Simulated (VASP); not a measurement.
I: single point with LDA

Crystal: I.

```
CELL_PARAMETERS angstrom
3.63503 -2.39502 0.00000
3.63503 2.39502 0.00000
0.00000 0.00000 9.79344
ATOMIC_POSITIONS crystal
I 0.85301 0.17722 0.87730
I 0.36147 0.62242 0.61927
I 0.11163 0.83799 0.12288
I 0.67388 0.36238 0.38054
```

```
Program             : VASP 6.6.1
Task                : single point
Functional          : LDA
Potentials or basis : VASP PAW LDA potentials, release 64 (I)
Cutoff              : 520 eV
k mesh              : 5 × 5 × 2
Occupations         : fermi-dirac, width 0.08 eV
Spin                : no spin polarisation
```

* Pressure: -1.8 GPa
* Largest force: 0.483 eV/Å
* Band gap on the k mesh: 0.95 eV (least direct gap 1.09 eV)

Forces on the atoms (eV/Å):
```
I   -0.205 -0.084  0.158
I    0.126  0.174  0.398
I    0.229  0.189 -0.191
I   -0.149 -0.278 -0.366
```

Stress tensor (GPa, compression positive):
```
-0.81 -0.09  0.01
-0.09 -2.29  0.78
 0.01  0.78 -2.31
```

Levels at points of the mesh, in eV from the valence-band top:
| k point | band 11 | band 12 | band 13 | band 14 | band 15 | band 16 | band 17 | band 18 |
| --- | --- | --- | --- | --- | --- | --- | --- | --- |
| (0.00, 0.00, 0.00) | -0.97 | -0.56 | -0.20 | -0.10 | 0.99 | 1.87 | 4.89 | 5.08 |
| (0.00, 0.00, 0.50) | -0.97 | -0.93 | -0.19 | -0.13 | 1.15 | 1.32 | 5.31 | 5.54 |

Run time: 2.2 min on 1 thread of Intel Xeon 8259CL, with other jobs on the host, peak memory 0.24 GiB.

Caveat: spin-orbit coupling is left out, which moves the levels of the heavy elements. A k mesh can miss the band edges.
